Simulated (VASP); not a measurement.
# BaAs3Ru: single point with PBE

BaAs3Ru:

```
Ba Ru As
1.0
     4.78551    0.00000    0.00000
     0.00000    4.78551    0.00000
     0.00000    0.00000    4.78551
Ba Ru As
1 1 3
Direct
  0.50000 0.50000 0.50000
  0.00000 0.00000 0.00000
  0.00000 0.50000 0.00000
  0.50000 0.00000 0.00000
  0.00000 0.00000 0.50000
```

| Item | Value |
| --- | --- |
| Program | VASP 6.6.1 |
| Task | single point |
| Functional | PBE |
| Potentials or basis | VASP PAW PBE potentials, release 64 (Ba_sv, Ru_pv, As) |
| Cutoff | 520 eV |
| k mesh | 7 × 7 × 7 |
| Occupations | methfessel-paxton, width 0.1083 eV |
| Spin | no spin polarisation |

```yaml
Pressure: 10.3 GPa
Band_gap_on_the_k_mesh: zero (an odd number of electrons rules out a gap without spin polarisation)
```

Levels at points of the mesh, in eV from the Fermi level:
| k point | band 15 | band 16 | band 17 | band 18 | band 19 | band 20 | band 21 | band 22 | band 23 | band 24 |
| --- | --- | --- | --- | --- | --- | --- | --- | --- | --- | --- |
| (0.00, 0.00, 0.00) | -2.66 | -2.66 | -0.72 | -0.72 | -0.54 | -0.54 | -0.54 | 1.42 | 1.42 | 1.42 |

Wall time 2 min on 1 thread of AMD EPYC 7571, with other jobs on the host, peak memory 0.21 GiB.

Caveat: the cell stands under pressure; spin-orbit coupling is left out, which moves the levels of the heavy elements.
